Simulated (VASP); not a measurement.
# GaP (F-43m) in VASP: a series of runs, part 2 of 2

VASP 6.6.1.

## (3) Single point, PBE (volume 19.742 Å^3 an atom, c/a of the conventional cell 1.0000)

Input file INCAR:

```
SYSTEM = GaP
PREC = Accurate
ENCUT = 520
EDIFF = 1E-6
ISMEAR = 0
SIGMA = 0.05
LREAL = .FALSE.
LASPH = .TRUE.
NELM = 100
ALGO = Normal
ISIF = 2
LWAVE = .FALSE.
LCHARG = .TRUE.
GGA = PE
LELF = .TRUE.
LVHAR = .TRUE.
NBANDS = 16
```

Input file KPOINTS:

```
regular mesh
0
G
  10 10 10
  0 0 0
```

Input file POSCAR:

```
GaP
1.0
    0.0000000000      2.7026950684      2.7026950684
    2.7026950684      0.0000000000      2.7026950684
    2.7026950684      2.7026950684      0.0000000000
Ga P
1 1
Direct
    0.0000000000      0.0000000000      0.0000000000
    0.7500000000      0.7500000000      0.7500000000
```

Potentials or basis: VASP PAW PBE potentials, release 64 (Ga_d, P).

Started as:

```console
$ cat potpaw_PBE.64/Ga_d/POTCAR potpaw_PBE.64/P/POTCAR > POTCAR
$ mpirun -np 1 vasp_std > vasp.out
```

OUTCAR:

```text
SYSTEM = GaP
   PREC = Accurate
   ENCUT = 520
   EDIFF = 1E-6
   ISMEAR = 0
   LREAL = .FALSE.
   LASPH = .TRUE.
   NELM = 100
   ISIF = 2
   GGA = PE

 ion  position               nearest neighbor table
   1  0.000  0.000  0.000-   2 2.34   2 2.34   2 2.34   2 2.34
   2  0.750  0.750  0.750-   1 2.34   1 2.34   1 2.34   1 2.34

  LATTYP: Found a face centered cubic cell.
 ALAT       =     5.4053901368

  Lattice vectors:

 A1 = (   0.0000000000,   2.7026950684,   2.7026950684)
 A2 = (   2.7026950684,   0.0000000000,   2.7026950684)
 A3 = (   2.7026950684,   2.7026950684,   0.0000000000)

Analysis of symmetry for initial positions (statically):
=====================================================================
 Subroutine PRICEL returns:
 Original cell was already a primitive cell.

 Routine SETGRP: Setting up the symmetry group for a
 face centered cubic supercell.

 Subroutine GETGRP returns: Found 24 space group operations
 (whereof 24 operations were pure point group operations)
 out of a pool of 48 trial point group operations.

[... 156 lines left out ...]
  ext. energy  EPLUGINS =         0.00000000
  ---------------------------------------------------
  free energy    TOTEN  =        -9.09565471 eV

  energy without entropy =       -9.09565471  energy(sigma->0) =       -9.09565471

 E-fermi :   5.1824     XC(G=0):  -9.9476

 val. band max:        4.9091378912   @ k =   0.0000   0.0000   0.0000
 cond. band min:       6.4713184846   @ k =   0.4000   0.4000   0.0000
 fundamental gap:      1.5621805934
 Fermi energy:         5.1823640176

 k-point     1 :       0.0000    0.0000    0.0000
  band No.  band energies     occupation
      1      -9.6847      2.00000
      2      -9.6847      2.00000
      3      -9.6847      2.00000
      4      -9.5771      2.00000
      5      -9.5771      2.00000
      6      -7.7728      2.00000
[... 433 lines left out ...]
      3      -9.6306      2.00000
      4      -9.6043      2.00000
      5      -9.5592      2.00000
      6      -5.7268      2.00000
[... 8 lines left out ...]
     15      16.7557      0.00000
     16      18.8746      0.00000

 [... further k-points ...]
[... 5 lines left out ...]
  --------------------------------------------------------------------------------------
  -------------------------------------------------------------------------------------
  Total        1.1636760      1.1636760      1.1636760     -0.0000000      0.0000000     -0.0000000
  in kB       47.2195150     47.2195150     47.2195150     -0.0000000      0.0000000     -0.0000000
  external PRESSURE =      47.2195150 kB  Pullay stress =       0.0000000 kB

 VOLUME and BASIS-vectors are now :
 -----------------------------------------------------------------------------
  energy-cutoff  :      520.00
  volume of cell :       39.48
      direct lattice vectors                 reciprocal lattice vectors
     0.000000000  2.702695068  2.702695068    -0.185000523  0.185000523  0.185000523
     2.702695068  0.000000000  2.702695068     0.185000523 -0.185000523  0.185000523
     2.702695068  2.702695068  0.000000000     0.185000523  0.185000523 -0.185000523

 POSITION                                       TOTAL-FORCE (eV/Angst)
 -----------------------------------------------------------------------------------
      0.00000      0.00000      0.00000        -0.000000     -0.000000     -0.000000
      4.05404      4.05404      4.05404         0.000000      0.000000      0.000000
 -----------------------------------------------------------------------------------
    total drift:                               -0.000002     -0.000002     -0.000002

  FREE ENERGIE OF THE ION-ELECTRON SYSTEM (eV)
  ---------------------------------------------------
  free  energy   TOTEN  =        -9.0956547097 eV

  energy  without entropy=       -9.0956547097  energy(sigma->0) =       -9.09565471
```

OSZICAR:

```text
N       E                     dE             d eps       ncg     rms          rms(c)
DAV:   1     0.818517620287E+02    0.81852E+02   -0.89328E+03  1552   0.162E+03
DAV:   2    -0.297184947812E+01   -0.84824E+02   -0.80619E+02  1752   0.321E+02
DAV:   3    -0.926537291023E+01   -0.62935E+01   -0.62732E+01  1880   0.662E+01
DAV:   4    -0.936970823996E+01   -0.10434E+00   -0.10431E+00  1848   0.905E+00
DAV:   5    -0.937184776043E+01   -0.21395E-02   -0.21393E-02  1912   0.114E+00    0.437E+00
DAV:   6    -0.912404189784E+01    0.24781E+00   -0.37835E-01  2296   0.108E+01    0.291E+00
DAV:   7    -0.909487639010E+01    0.29166E-01   -0.10016E-01  2000   0.216E+00    0.114E+00
DAV:   8    -0.909512973438E+01   -0.25334E-03   -0.13633E-02  1752   0.142E+00    0.219E-01
DAV:   9    -0.909552233843E+01   -0.39260E-03   -0.13300E-03  1928   0.492E-01    0.780E-02
DAV:  10    -0.909558750077E+01   -0.65162E-04   -0.11119E-04  2384   0.123E-01    0.367E-02
DAV:  11    -0.909565501537E+01   -0.67515E-04   -0.90709E-05  1752   0.776E-02    0.516E-03
DAV:  12    -0.909565470972E+01    0.30565E-06   -0.24838E-06  1832   0.201E-02
   1 F= -.90956547E+01 E0= -.90956547E+01  d E =-.909890E-17
```

stdout:

```text
POSCAR found type information on POSCAR GaP
 POSCAR found :  2 types and       2 ions
 scaLAPACK will be used
 LDA part: xc-table for (Slater+PW92), standard interpolation
 POSCAR, INCAR and KPOINTS ok, starting setup
 FFT: planning ... GRIDC
 FFT: planning ... GRID_SOFT
 FFT: planning ... GRID
 WAVECAR not read
 entering main loop
```

It took 26 s on 1 thread of AMD EPYC 9R45 (Zen 5), shared host; peak memory 0.14 GiB.

What came out:

- Free energy: -9.0957 eV
- Pressure: 4.7 GPa
- Band gap on the k mesh: 1.56 eV, indirect (least direct gap 2.03 eV)

 A k mesh can miss the band edges.

## (4) Single point, PBE (volume 20.298 Å^3 an atom, c/a of the conventional cell 1.0000)

Input file INCAR:

```
PREC = Accurate ; ENCUT = 520
EDIFF = 1E-6 ; ISMEAR = 0
SIGMA = 0.05 ; LREAL = F
LASPH = T ; NELM = 100
ALGO = Normal ; ISIF = 2
LWAVE = F ; LCHARG = T
GGA = PE ; LELF = T
LVHAR = T ; NBANDS = 16
```

Input file KPOINTS:

```
Automatic mesh
0
Gamma
  10 10 10
```

Input file POSCAR:

```
GaP
1.0
    0.0000000000      2.7278328143      2.7278328143
    2.7278328143      0.0000000000      2.7278328143
    2.7278328143      2.7278328143      0.0000000000
Ga P
1 1
Direct
    0.0000000000      0.0000000000      0.0000000000
    0.7500000000      0.7500000000      0.7500000000
```

Started as:

```console
$ cat potpaw_PBE.64/Ga_d/POTCAR potpaw_PBE.64/P/POTCAR > POTCAR
$ mpirun -np 1 vasp_std > vasp.out
```

Run time: 33 s. Hardware: 1 thread of AMD EPYC 9R45 (Zen 5), shared host; peak memory 0.15 GiB.

Results (log left out):

```
Free energy            : -9.1198 eV
Pressure               : 2.2 GPa
Band gap on the k mesh : 1.61 eV, indirect (least direct gap 1.80 eV)
```

Levels at points of the mesh, in eV from the valence-band top:
| k point | band 7 | band 8 | band 9 | band 10 | band 11 | band 12 |
| --- | --- | --- | --- | --- | --- | --- |
| (0.00, 0.00, 0.00) | 0.00 | 0.00 | 0.00 | 1.80 | 3.89 | 3.89 |
| (0.50, 0.00, 0.00) | -6.61 | -1.11 | -1.11 | 1.66 | 4.72 | 4.72 |
| (0.50, 0.50, 0.00) | -6.74 | -2.67 | -2.67 | 1.66 | 1.83 | 10.58 |

## (5) Summary

| cell | gap on the mesh (eV) | pressure (GPa) |
| --- | --- | --- |
| a = 3.786 Å, angles 60.0°, 2 atoms | 1.51 | 7.7 |
| a = 3.822 Å, angles 60.0°, 2 atoms | 1.56 | 4.7 |
| a = 3.858 Å, angles 60.0°, 2 atoms | 1.61 | 2.2 |

Alike in all rows: task single point; level PBE; potentials or basis VASP PAW PBE potentials, release 64 (Ga_d, P); no spin polarisation; k mesh 10 × 10 × 10; cutoff (eV) 520; smearing gaussian 0.05 eV.

Total energies depend on the potentials used, so only differences within one code and one set of settings carry meaning.
